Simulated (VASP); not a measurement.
# Cd (Pm-3n) in VASP: further runs, part 2 of 2

VASP 6.6.1.

## Step 4: Relaxation of cell and atoms, BLYP

This run uses another cell than the first one, of 21.59 Å³/atom.

Contents of INCAR:

```
  PREC = Accurate
  ENCUT = 600
  EDIFF = 1E-6
  ISMEAR = -1
  SIGMA = 0.1
  LREAL = False
  LASPH = True
  NELM = 100
  ALGO = Normal
  ISIF = 3
  LWAVE = False
  LCHARG = False
  GGA = B5
  ALDAX = 1.0
  AGGAX = 1.0
  AGGAC = 1.0
  ALDAC = 0.0
  IBRION = 2
  NSW = 80
  EDIFFG = -0.01
```

Contents of KPOINTS:

```
Automatic mesh
0
Gamma
  5 5 5
```

Contents of POSCAR:

```
Cd
1.0
    5.5686472891      0.0000000000      0.0000000000
    0.0000000000      5.5686472891      0.0000000000
    0.0000000000      0.0000000000      5.5686472891
Cd
8
Direct
    0.0000000000      0.0000000000      0.0000000000
    0.5000000000      0.5000000000      0.5000000000
    0.2500000000      0.0000000000      0.5000000000
    0.7500000000      0.0000000000      0.5000000000
    0.5000000000      0.2500000000      0.0000000000
    0.5000000000      0.7500000000      0.0000000000
    0.0000000000      0.5000000000      0.2500000000
    0.0000000000      0.5000000000      0.7500000000
```

Potentials or basis: VASP PAW PBE potentials, release 64 (Cd).

The run is started by

```console
$ cat potpaw_PBE.64/Cd/POTCAR > POTCAR
$ mpirun -np 1 vasp_std > vasp.out
```

OUTCAR:

```text
PREC = Accurate
   ENCUT = 600
   EDIFF = 1E-6
   ISMEAR = -1
   LREAL = False
   LASPH = True
   NELM = 100
   ISIF = 3
   GGA = B5
   IBRION = 2
   NSW = 80
   EDIFFG = -0.01

 ion  position               nearest neighbor table
   1  0.000  0.000  0.000-   3 3.11   4 3.11   5 3.11   6 3.11   7 3.11   8 3.11   3 3.11   4 3.11
                             7 3.11   8 3.11   5 3.11   6 3.11
   2  0.500  0.500  0.500-   3 3.11   4 3.11   5 3.11   6 3.11   7 3.11   8 3.11   5 3.11   6 3.11
                             3 3.11   4 3.11   7 3.11   8 3.11
   3  0.250  0.000  0.500-   4 2.78   4 2.78   1 3.11   1 3.11   2 3.11   2 3.11   8 3.41   5 3.41
                             5 3.41   6 3.41   6 3.41   7 3.41   8 3.41   7 3.41
   4  0.750  0.000  0.500-   3 2.78   3 2.78   1 3.11   1 3.11   2 3.11   2 3.11   8 3.41   5 3.41
                             5 3.41   6 3.41   6 3.41   7 3.41   8 3.41   7 3.41
   5  0.500  0.250  0.000-   6 2.78   6 2.78   1 3.11   2 3.11   2 3.11   1 3.11   8 3.41   4 3.41
                             3 3.41   4 3.41   3 3.41   7 3.41   7 3.41   8 3.41
   6  0.500  0.750  0.000-   5 2.78   5 2.78   1 3.11   2 3.11   2 3.11   1 3.11   8 3.41   4 3.41
                             3 3.41   4 3.41   3 3.41   7 3.41   7 3.41   8 3.41
   7  0.000  0.500  0.250-   8 2.78   8 2.78   1 3.11   2 3.11   1 3.11   2 3.11   3 3.41   4 3.41
                             5 3.41   3 3.41   4 3.41   6 3.41   5 3.41   6 3.41
   8  0.000  0.500  0.750-   7 2.78   7 2.78   1 3.11   2 3.11   1 3.11   2 3.11   3 3.41   4 3.41
                             5 3.41   3 3.41   4 3.41   6 3.41   5 3.41   6 3.41

  LATTYP: Found a simple cubic cell.
 ALAT       =     5.5686472891

  Lattice vectors:

 A1 = (   5.5686472891,   0.0000000000,   0.0000000000)
 A2 = (   0.0000000000,   5.5686472891,   0.0000000000)
 A3 = (   0.0000000000,   0.0000000000,   5.5686472891)

Analysis of symmetry for initial positions (statically):
=====================================================================
 Subroutine PRICEL returns:
 Original cell was already a primitive cell.

 Routine SETGRP: Setting up the symmetry group for a
 simple cubic supercell.

 Subroutine GETGRP returns: Found 48 space group operations
 (whereof 24 operations were pure point group operations)
 out of a pool of 48 trial point group operations.

The static configuration has the point symmetry T_h .
 The point group associated with its full space group is O_h .

Analysis of symmetry for dynamics (positions and initial velocities):
=====================================================================
 Subroutine PRICEL returns:
 Original cell was already a primitive cell.

[... 119 lines left out ...]
   EFERMI =   0.00;   METHOD = LEGACY
   ISMEAR =    -1;   SIGMA  =   0.10  broadening in eV -4-tet -1-fermi 0-gaus
   EFERMI_NEDOS =   21; number of points for ismear=-14 and -15
   IALGO  =     38    algorithm
   IMIX   =      4    mixing-type and parameters
     AMIX     =   0.40;   BMIX     =  1.00
     AMIX_MAG =   1.60;   BMIX_MAG =  1.00
  volume/ion in A,a.u.               =      21.59       145.67
  Fermi-wavevector in a.u.,A,eV,Ry     =   1.346115  2.543789 24.654109  1.812026
  Thomas-Fermi vector in A             =   2.473973
   LORBIT       =      0    0 simple, 1 ext, 2 COOP (PROOUT), +10 PAW based schemes
   GGA     = B5    functional components
   LHFCALC =     F    Hartree Fock is set to
   AEXX    =    0.0000 exact exchange contribution
   IVDW    =     0    specifies the selected vdW correction
   LEPSILON=     F    determine dielectric tensor
   LRPA    =     F    only Hartree local field effects (RPA)
 conjugate gradient relaxation of ions
 non-spin polarized calculation
  energy-cutoff  :      600.00
  volume of cell :      172.68
 maximum number of plane-waves:      5779
 NGX is ok and might be reduce to    48
   NGX = 23   NGY = 23   NGZ = 23

--------------------------------------- Ionic step        1  -------------------------------------------

 number of electron      96.0000035 magnetization

 Free energy of the ion-electron system (eV)
  ---------------------------------------------------
  ext. energy  EPLUGINS =         0.00000000
  ---------------------------------------------------
  free energy    TOTEN  =         0.06594361 eV

  energy without entropy =        0.19128483  energy(sigma->0) =        0.12861422

 E-fermi :   3.4522     XC(G=0): -10.4774

 val. band max:        3.4131321219   @ k =   0.4000   0.4000   0.0000
 cond. band min:       3.4691293348   @ k =   0.2000   0.2000   0.0000
 fundamental gap:      0.0559972129
 Fermi energy:         3.4522449903

 k-point     1 :       0.0000    0.0000    0.0000
  band No.  band energies     occupation
      1      -6.6979      2.00000
      2      -6.6979      2.00000
      3      -6.6222      2.00000
      4      -6.2921      2.00000
      5      -6.2921      2.00000
      6      -6.2921      2.00000
[... 798 lines left out ...]
--------------------------------------- Ionic step        6  -------------------------------------------

 number of electron      96.0000060 magnetization

 Free energy of the ion-electron system (eV)
  ---------------------------------------------------
  ext. energy  EPLUGINS =         0.00000000
  ---------------------------------------------------
  free energy    TOTEN  =        -0.87417984 eV

  energy without entropy =       -0.74786381  energy(sigma->0) =       -0.81102183

 E-fermi :   1.9398     XC(G=0):  -9.3159

 val. band max:        1.9131932991   @ k =   0.2000   0.2000   0.2000
 cond. band min:       1.9723793127   @ k =   0.2000   0.2000   0.2000
 fundamental gap:      0.0591860136
 Fermi energy:         1.9397524031

 k-point     1 :       0.0000    0.0000    0.0000
  band No.  band energies     occupation
      1      -7.3540      2.00000
      2      -7.3540      2.00000
      3      -7.3196      2.00000
      4      -7.0909      2.00000
      5      -7.0909      2.00000
      6      -7.0909      2.00000
[... 624 lines left out ...]
  FREE ENERGIE OF THE ION-ELECTRON SYSTEM (eV)
  ---------------------------------------------------
  free  energy   TOTEN  =        -0.8741798448 eV

  energy  without entropy=       -0.7478638091  energy(sigma->0) =       -0.81102183

 reached required accuracy - stopping structural energy minimisation
```

OSZICAR:

```text
N       E                     dE             d eps       ncg     rms          rms(c)
DAV:   1     0.914436922138E+03    0.91444E+03   -0.55657E+04  1140   0.191E+03
[... 56 lines left out ...]
DAV:   1    -0.912637904163E+00   -0.38598E-01   -0.80909E-01  1140   0.624E+00    0.140E+00
DAV:   2    -0.876649486318E+00    0.35988E-01   -0.11667E-01  1140   0.236E+00    0.382E-01
DAV:   3    -0.874561634462E+00    0.20879E-02   -0.56896E-03  1163   0.429E-01    0.315E-01
DAV:   4    -0.874180737721E+00    0.38090E-03   -0.44226E-04  1150   0.875E-02    0.269E-02
DAV:   5    -0.874177860058E+00    0.28777E-05   -0.23515E-05  1249   0.314E-02    0.154E-02
DAV:   6    -0.874179206416E+00   -0.13464E-05   -0.71342E-06  1161   0.144E-02    0.527E-03
DAV:   7    -0.874179844825E+00   -0.63841E-06   -0.40767E-07   576   0.436E-03
   6 F= -.87417984E+00 E0= -.81102183E+00  d E =-.940123E+00
```

CONTCAR:

```text
Cd
   1.00000000000000
     6.0151908538101253   -0.0000000000000000   -0.0000000000000000
    -0.0000000000000000    6.0151908538101253   -0.0000000000000000
    -0.0000000000000000   -0.0000000000000000    6.0151908538101253
  Cd
     8
Direct
     0.0000000000000000    0.0000000000000000    0.0000000000000000
     0.5000000000000000    0.5000000000000000    0.5000000000000000
     0.2500000000000000    0.0000000000000000    0.5000000000000000
     0.7500000000000000    0.0000000000000000    0.5000000000000000
     0.5000000000000000    0.2500000000000000    0.0000000000000000
     0.5000000000000000    0.7500000000000000    0.0000000000000000
     0.0000000000000000    0.5000000000000000    0.2500000000000000
     0.0000000000000000    0.5000000000000000    0.7500000000000000

  0.00000000E+00  0.00000000E+00  0.00000000E+00
  0.00000000E+00  0.00000000E+00  0.00000000E+00
  0.00000000E+00  0.00000000E+00  0.00000000E+00
  0.00000000E+00  0.00000000E+00  0.00000000E+00
  0.00000000E+00  0.00000000E+00  0.00000000E+00
  0.00000000E+00  0.00000000E+00  0.00000000E+00
  0.00000000E+00  0.00000000E+00  0.00000000E+00
  0.00000000E+00  0.00000000E+00  0.00000000E+00
```

Wall time 6.3 min (1 thread of Intel Xeon 6975P-C (Granite Rapids), shared host); peak memory 0.36 GiB.

Results:

- Free energy: -0.8742 eV
- Relaxed volume: 27.21 Å³/atom
- Relaxed cell: a = 6.015 Å, b = 6.015 Å, c = 6.015 Å, α = 90.00°, β = 90.00°, γ = 90.00°
- Space group after relaxing (to 0.1 Å): Pm-3n (No. 223)
- Energy gained by relaxing: 117.5 meV/atom
- Ionic steps: 6
- Pressure after relaxing: 0.0 GPa
- Band gap on the k mesh: zero (bands 48 and 49 overlap by 1.38 eV)

Step by step:
| step | energy change (eV) | largest force (eV/Å) | pressure (GPa) | volume (Å³) |
| --- | --- | --- | --- | --- |
| 1 | 0.0000 | 0.0000 | 9.04 | 172.68 |
| 2 | -0.8939 | 0.0000 | 1.25 | 204.96 |
| 3 | -0.9306 | 0.0000 | 0.51 | 211.72 |
| 4 | -0.9289 | 0.0000 | -0.45 | 225.69 |
| 5 | -0.9400 | 0.0000 | -0.08 | 218.85 |
| 6 | -0.9401 | 0.0000 | 0.02 | 217.64 |

Final structure:
```xyz
8
Lattice="6.0152 0.0000 0.0000 0.0000 6.0152 0.0000 0.0000 0.0000 6.0152" Properties=species:S:1:pos:R:3 pbc="T T T"
Cd    0.0000    0.0000    0.0000
Cd    3.0076    3.0076    3.0076
Cd    1.5038    0.0000    3.0076
Cd    4.5114    0.0000    3.0076
Cd    3.0076    1.5038    0.0000
Cd    3.0076    4.5114    0.0000
Cd    0.0000    3.0076    1.5038
Cd    0.0000    3.0076    4.5114
```

Levels at points of the mesh, in eV from the Fermi level:
```
           k point  band 46  band 47  band 48  band 49  band 50  band 51
(0.00, 0.00, 0.00)    -2.18    -2.18     1.00     1.19     1.19     1.89
```

Caveat: the volume moved by over 15 % at a fixed basis, so the end points are rough; the PAW data sets were made with another functional, which shifts forces and pressure a little.

## Step 5: Summary

| task | cell | k mesh | cutoff (eV) | gap on the mesh (eV) | pressure (GPa) |
| --- | --- | --- | --- | --- | --- |
| single point | a = 6.002 Å, 8 atoms | 5 × 5 × 5 | 520 | none | 0.1 |
| single point | a = 6.002 Å, 8 atoms | 6 × 6 × 6 | 520 | none | 0.1 |
| relaxation of cell and atoms | relaxed from a = 5.569 Å, 8 atoms | 5 × 5 × 5 | 600 | none | 0.0 |

Alike in all rows: level BLYP; potentials or basis VASP PAW PBE potentials, release 64 (Cd); no spin polarisation; smearing fermi-dirac 0.1 eV.

Caveats: the PAW data sets were made with another functional, which shifts forces and pressure a little; the volume moved by over 15 % at a fixed basis, so the end points are rough (at least some runs).

Total energies depend on the potentials used, so only differences within one code and one set of settings carry meaning.

The gap in the log of VASP goes by the Fermi energy; the results here count the filled bands.